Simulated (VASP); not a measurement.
Input of a VASP 6.6.1 run:

The input POSCAR:

```
Ge
1.0
   -0.0252940762      2.8399481710      2.8399481710
    2.8399481710     -0.0252940762      2.8399481710
    2.8399481710      2.8399481710     -0.0252940762
Ge
2
Direct
   -0.0005465283     -0.0005465283     -0.0005465283
    0.2505465283      0.2505465283      0.2505465283
```

The input INCAR.step1:

```
SYSTEM = Ge
PREC = Accurate ; ENCUT = 520
ISMEAR = -1 ; SIGMA = 0.02
LREAL = .FALSE. ; LASPH = .TRUE.
NELM = 60 ; NBANDS = 21
GGA = PE ; ALGO = Normal
EDIFF = 1E-4 ; LWAVE = .TRUE.
LCHARG = .FALSE.
```

File INCAR.step2:

```
SYSTEM = Ge
PREC = Accurate ; ENCUT = 520
EDIFF = 1E-7 ; ISMEAR = -1
SIGMA = 0.02 ; LREAL = .FALSE.
LASPH = .TRUE. ; NELM = 60
ALGO = Normal ; ISIF = 2
LWAVE = .FALSE. ; LCHARG = .FALSE.
METAGGA = R2SCAN ; LMIXTAU = .TRUE.
NBANDS = 21 ; ISTART = 1
```

Contents of KPOINTS:

```
Automatic mesh
0
G
  8 8 8
  0 0 0
```

Potentials or basis: VASP PAW PBE potentials, release 64 (Ge_d).

Launch:

```console
$ cat potpaw_PBE.64/Ge_d/POTCAR > POTCAR
$ cp INCAR.step1 INCAR
$ mpirun -np 1 vasp_std > vasp.out
$ cp INCAR.step2 INCAR
$ mpirun -np 1 vasp_std > vasp.out
```

**Question.** Predict the pressure.

**Answer.** -1.1 GPa.

**Question.** What does it give for the band gap on the k mesh?

**Answer.** 0.09 eV, direct.

Forces on the atoms (eV/Å):
```
Ge  -0.002 -0.002 -0.002
Ge   0.002  0.002  0.002
```

Caveat: the cell differs from its parent crystal (epitaxial 111 strain +1.0%); the PAW data sets were made with another functional, which shifts forces and pressure a little. A k mesh can miss the band edges.
